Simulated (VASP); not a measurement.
# N (P2_13) in VASP: notebook

The runs below take N through single point, with r2SCAN.

Program: VASP 6.6.1. These are calculated values, not measurements. Logs are shortened: lines on timing, memory, paths and dates and some standing lists are left out, and cuts for length are marked.

## 1. The cell of the first run

Symmetry: P2_13, No. 198, cubic system. Conventional cell: a = 5.739 Å, b = 5.739 Å, c = 5.739 Å, α = 90.00°, β = 90.00°, γ = 90.00°. Within 5.3 Å of N (site symmetry 3) lie 12 N at 4.06 Å.

## 2. Single point, r2SCAN, collinear spin, ferromagnetic start (volume scaled by 1.10, then relaxed in part)

Input file POSCAR:

```
N
1.0
    5.7390193759      0.0000000000      0.0000000000
    0.0000000000      5.7390193759      0.0000000000
    0.0000000000      0.0000000000      5.7390193759
N
4
Direct
    0.0003698838      0.0003698838      0.0003698838
    0.4996301162      0.9996301162      0.5003698838
    0.5003698838      0.4996301162      0.9996301162
    0.9996301162      0.5003698838      0.4996301162
```

Input file INCAR.step1:

```
ALGO = Normal
EDIFF = 1E-4
ENCUT = 520
GGA = PE
ISMEAR = 0
ISPIN = 2
LASPH = T
LCHARG = F
LREAL = F
LWAVE = T
MAGMOM = 3.23 3.23 3.23 3.23
NBANDS = 22
NELM = 150
PREC = Accurate
SIGMA = 0.02
```

Input file INCAR.step2:

```
ALGO = Normal
EDIFF = 1E-6
ENCUT = 520
ISIF = 2
ISMEAR = 0
ISPIN = 2
ISTART = 1
LASPH = T
LCHARG = F
LMIXTAU = T
LORBIT = 11
LREAL = F
LWAVE = F
MAGMOM = 3.23 3.23 3.23 3.23
METAGGA = R2SCAN
NBANDS = 22
NELM = 150
PREC = Accurate
SIGMA = 0.02
```

Input file KPOINTS:

```
k-points
0
Gamma
  4 4 4
```

Potentials or basis: VASP PAW PBE potentials, release 64 (N).

Run with:

```console
> cat potpaw_PBE.64/N/POTCAR > POTCAR
> cp INCAR.step1 INCAR
> mpirun -np 1 vasp_std > vasp.out
> cp INCAR.step2 INCAR
> mpirun -np 1 vasp_std > vasp.out
```

OUTCAR:

```text
EDIFF = 1E-6
   ENCUT = 520
   ISIF = 2
   ISMEAR = 0
   ISPIN = 2
   ISTART = 1
   LASPH = T
   LORBIT = 11
   LREAL = F
   METAGGA = R2SCAN
   NELM = 150
   PREC = Accurate

 ion  position               nearest neighbor table
   1  0.000  0.000  0.000-
   2  0.500  1.000  0.500-
   3  0.500  0.500  1.000-
   4  1.000  0.500  0.500-

  LATTYP: Found a simple cubic cell.
 ALAT       =     5.7390193759

  Lattice vectors:

 A1 = (   5.7390193759,   0.0000000000,   0.0000000000)
 A2 = (   0.0000000000,   5.7390193759,   0.0000000000)
 A3 = (   0.0000000000,   0.0000000000,   5.7390193759)

Analysis of symmetry for initial positions (statically):
=====================================================================
 Subroutine PRICEL returns:
 Original cell was already a primitive cell.

 Routine SETGRP: Setting up the symmetry group for a
 simple cubic supercell.

 Subroutine GETGRP returns: Found 12 space group operations
 (whereof  3 operations were pure point group operations)
 out of a pool of 48 trial point group operations.

The static configuration has the point symmetry C_3 .
 The point group associated with its full space group is T   .

Analysis of symmetry for dynamics (positions and initial velocities):
=====================================================================
 Subroutine PRICEL returns:
 Original cell was already a primitive cell.

 Routine SETGRP: Setting up the symmetry group for a
 simple cubic supercell.

 Subroutine GETGRP returns: Found 12 space group operations
 (whereof  3 operations were pure point group operations)
 out of a pool of 48 trial point group operations.

The dynamic configuration has the point symmetry C_3 .
 The point group associated with its full space group is T   .

Analysis of structural, dynamic, and magnetic symmetry:
=====================================================================
 Subroutine PRICEL returns:
 Original cell was already a primitive cell.

 Routine SETGRP: Setting up the symmetry group for a
 simple cubic supercell.

 Subroutine GETGRP returns: Found 12 space group operations
 (whereof  3 operations were pure point group operations)
 out of a pool of 48 trial point group operations.

The overall configuration has the point symmetry C_3 .
 The point group associated with its full space group is T   .

 Subroutine INISYM returns: Found 12 space group operations
 (whereof  3 operations are pure point group operations),
 and found     1 'primitive' translations

----------------------------------------------------------------------------------------

                                     Primitive cell

  volume of cell :     189.0223

  direct lattice vectors                    reciprocal lattice vectors
     5.739019376  0.000000000  0.000000000     0.174245796  0.000000000  0.000000000
     0.000000000  5.739019376  0.000000000     0.000000000  0.174245796  0.000000000
     0.000000000  0.000000000  5.739019376     0.000000000  0.000000000  0.174245796

  length of vectors
     5.739019376  5.739019376  5.739019376     0.174245796  0.174245796  0.174245796

  position of ions in fractional coordinates (direct lattice)
     0.000369884  0.000369884  0.000369884
     0.499630116  0.999630116  0.500369884
     0.500369884  0.499630116  0.999630116
     0.999630116  0.500369884  0.499630116

  ion indices of the primitive-cell ions
   primitive index   ion index
                 1           1
                 2           2
                 3           3
                 4           4

----------------------------------------------------------------------------------------

 KPOINTS: k-points

Automatic generation of k-mesh.
 Grid dimensions read from file:
 generate k-points for:    4    4    4

 Generating k-lattice:

  Cartesian coordinates                     Fractional coordinates (reciprocal lattice)
     0.043561449  0.000000000  0.000000000     0.250000000  0.000000000  0.000000000
     0.000000000  0.043561449  0.000000000     0.000000000  0.250000000  0.000000000
     0.000000000  0.000000000  0.043561449     0.000000000  0.000000000  0.250000000

  Length of vectors
     0.043561449  0.043561449  0.043561449

  Shift w.r.t. Gamma in fractional coordinates (k-lattice)
     0.000000000  0.000000000  0.000000000

 Subroutine IBZKPT returns following result:
 ===========================================

 Found     11 irreducible k-points:

 Following reciprocal coordinates:
            Coordinates               Weight
  0.000000  0.000000  0.000000      1.000000
  0.250000  0.000000  0.000000      6.000000
  0.500000  0.000000  0.000000      3.000000
  0.250000  0.250000  0.000000     12.000000
  0.500000  0.250000  0.000000      6.000000
 -0.250000  0.500000  0.000000      6.000000
  0.500000  0.500000  0.000000      3.000000
  0.250000  0.250000  0.250000      8.000000
  0.500000  0.250000  0.250000     12.000000
  0.500000  0.500000  0.250000      6.000000
  0.500000  0.500000  0.500000      1.000000
   k-points           NKPTS =     11   k-points in BZ     NKDIM =     11   number of bands    NBANDS=     22
   number of dos      NEDOS =    301   number of ions     NIONS =      4
   total plane-waves  NPLWV = 110592
   dimension x,y,z NGX =    48 NGY =   48 NGZ =   48
   dimension x,y,z NGXF=    96 NGYF=   96 NGZF=   96
   ions per type =               4
   NGX,Y,Z   is equivalent  to a cutoff of  13.90, 13.90, 13.90 a.u.
   NGXF,Y,Z  is equivalent  to a cutoff of  27.81, 27.81, 27.81 a.u.
 SYSTEM =  unknown system
   PREC   = accura    normal or accurate (medium, high low for compatibility)
   ISTART =      1    job   : 0-new  1-cont  2-samecut
   ICHARG =      0    charge: 1-file 2-atom 10-const
   ISPIN  =      2    spin polarized calculation?
   LNONCOLLINEAR =      F non collinear calculations
   LSORBIT =      F    spin-orbit coupling
   LASPH  =      T    aspherical Exc in radial PAW
   ENCUT  =  520.0 eV  38.22 Ry    6.18 a.u.  10.67 10.67 10.67*2*pi/ulx,y,z
   NELM   =    150;   NELMIN=  2; NELMDL=  0     # of ELM steps
   EDIFF  = 0.1E-05   stopping-criterion for ELM
   LREAL  =      F    real-space projection
[... 7 lines left out ...]
   TEBEG  =    0.0;   TEEND  =   0.0 temperature during run
   PSTRESS=    0.0 pullay stress
   NELECT =      20.0000    total number of electrons
   NUPDOWN=      -1.0000    fix difference up-down
   EMIN   =  10.00;   EMAX   =-10.00  energy-range for DOS
   EFERMI =   0.00;   METHOD = LEGACY
   ISMEAR =     0;   SIGMA  =   0.02  broadening in eV -4-tet -1-fermi 0-gaus
   EFERMI_NEDOS =   21; number of points for ismear=-14 and -15
   IALGO  =     38    algorithm
   IMIX   =      4    mixing-type and parameters
     AMIX     =   0.40;   BMIX     =  1.00
     AMIX_MAG =   1.60;   BMIX_MAG =  1.00
  volume/ion in A,a.u.               =      47.26       318.90
  Fermi-wavevector in a.u.,A,eV,Ry     =   0.774308  1.463230  8.157414  0.599553
  Thomas-Fermi vector in A             =   1.876337
   LORBIT       =     11    0 simple, 1 ext, 2 COOP (PROOUT), +10 PAW based schemes
   METAGGA = R2SCAN    functional components
   LHFCALC =     F    Hartree Fock is set to
   AEXX    =    0.0000 exact exchange contribution
   IVDW    =     0    specifies the selected vdW correction
   LEPSILON=     F    determine dielectric tensor
   LRPA    =     F    only Hartree local field effects (RPA)
 spin polarized calculation
 Gauss-broadening in eV      SIGMA  =   0.02
  energy-cutoff  :      520.00
  volume of cell :      189.02
 maximum number of plane-waves:      5112
 NGX is ok and might be reduce to    48
   NGX = 21   NGY = 21   NGZ = 21

 number of electron      19.9999994 magnetization      11.9999984

 Free energy of the ion-electron system (eV)
  ---------------------------------------------------
  ext. energy  EPLUGINS =         0.00000000
  ---------------------------------------------------
  free energy    TOTEN  =       -17.77044170 eV

  energy without entropy =      -17.77044170  energy(sigma->0) =      -17.77044170

 E-fermi :  -6.8600     XC(G=0):  -3.9964

 val. band max:       -6.9632295076   @ k =   0.0000   0.0000   0.0000
 cond. band min:      -2.2282390911   @ k =   0.5000   0.5000   0.5000
 fundamental gap:      4.7349904165
 Fermi energy:        -6.8599557655

 spin component 1

 k-point     1 :       0.0000    0.0000    0.0000
  band No.  band energies     occupation
      1     -19.7680      1.00000
      2     -19.6427      1.00000
      3     -19.6427      1.00000
      4     -19.6427      1.00000
      5      -7.4824      1.00000
      6      -7.4824      1.00000
[... 14 lines left out ...]
     21       5.7763      0.00000
     22       5.7763      0.00000
[... 226 lines left out ...]
 k-point    11 :       0.5000    0.5000    0.5000
  band No.  band energies     occupation
      1     -19.6728      1.00000
      2     -19.6728      1.00000
      3     -19.6728      1.00000
      4     -19.6728      1.00000
      5      -7.5387      1.00000
      6      -7.5387      1.00000
[... 14 lines left out ...]
     21       4.5052      0.00000
     22       4.5052      0.00000
 Fermi energy:        -6.8599557655

 spin component 2

 k-point     1 :       0.0000    0.0000    0.0000
  band No.  band energies     occupation
      1     -13.7005      1.00000
      2     -13.4503      1.00000
      3     -13.4503      1.00000
      4     -13.4503      1.00000
      5      -2.0731      0.00000
      6      -2.0731      0.00000
[... 14 lines left out ...]
     21       9.1381      0.00000
     22       9.1381      0.00000
[... 227 lines left out ...]
  band No.  band energies     occupation
      1     -13.5095      1.00000
      2     -13.5095      1.00000
      3     -13.5095      1.00000
      4     -13.5095      1.00000
      5      -2.2282      0.00000
      6      -2.2282      0.00000
[... 14 lines left out ...]
     21       7.6890      0.00000
     22       7.6890      0.00000

------------------------ aborting loop because EDIFF is reached ----------------------------------------

  FORCE on cell =-STRESS in cart. coord.  units (eV):
  Direction    XX          YY          ZZ          XY          YZ          ZX
  --------------------------------------------------------------------------------------
  -------------------------------------------------------------------------------------
  Total       -0.1719487     -0.1719487     -0.1719487      0.0000000      0.0000000      0.0000000
  in kB       -1.4574592     -1.4574592     -1.4574592      0.0000000      0.0000000      0.0000000
  external PRESSURE =      -1.4574592 kB  Pullay stress =       0.0000000 kB

 VOLUME and BASIS-vectors are now :
 -----------------------------------------------------------------------------
  energy-cutoff  :      520.00
  volume of cell :      189.02
      direct lattice vectors                 reciprocal lattice vectors
     5.739019376  0.000000000  0.000000000     0.174245796  0.000000000  0.000000000
     0.000000000  5.739019376  0.000000000     0.000000000  0.174245796  0.000000000
     0.000000000  0.000000000  5.739019376     0.000000000  0.000000000  0.174245796

 POSITION                                       TOTAL-FORCE (eV/Angst)
 -----------------------------------------------------------------------------------
      0.00212      0.00212      0.00212        -0.000027     -0.000027     -0.000027
      2.86739      5.73690      2.87163         0.000027      0.000027     -0.000027
      2.87163      2.86739      5.73690        -0.000027      0.000027      0.000027
      5.73690      2.87163      2.86739         0.000027     -0.000027      0.000027
 -----------------------------------------------------------------------------------
    total drift:                               -0.000000      0.000000     -0.000000

  FREE ENERGIE OF THE ION-ELECTRON SYSTEM (eV)
  ---------------------------------------------------
  free  energy   TOTEN  =       -17.7704416957 eV

  energy  without entropy=      -17.7704416957  energy(sigma->0) =      -17.77044170

 total charge

# of ion       s       p       d       tot
------------------------------------------
    1        1.360   1.937   0.000   3.297
    2        1.360   1.937   0.000   3.297
    3        1.360   1.937   0.000   3.297
    4        1.360   1.937   0.000   3.297
--------------------------------------------------
tot          5.439   7.750   0.000  13.189

 magnetization (x)

# of ion       s       p       d       tot
------------------------------------------
    1        0.048   1.937   0.000   1.986
    2        0.048   1.937   0.000   1.986
    3        0.048   1.937   0.000   1.986
    4        0.048   1.937   0.000   1.986
--------------------------------------------------
tot          0.193   7.750   0.000   7.943
```

It took 4.6 min on 1 thread of Intel Xeon Platinum 8259CL at 2.50GHz (Skylake/Cascade Lake), shared host; peak memory 0.44 GiB.

Results:

```yaml
Free_energy: -17.7704 eV
Pressure: -0.1 GPa
Band_gap_on_the_k_mesh: 4.74 eV
Net_moment: 12.00 μB per cell
Site_moments: N +1.99 μB
Valence_electrons_inside_the_program's_atomic_spheres: N 3.30
```

Caveat: the PAW data sets were made with another functional, which shifts forces and pressure a little.

(Part 1 of 3 ends here.)
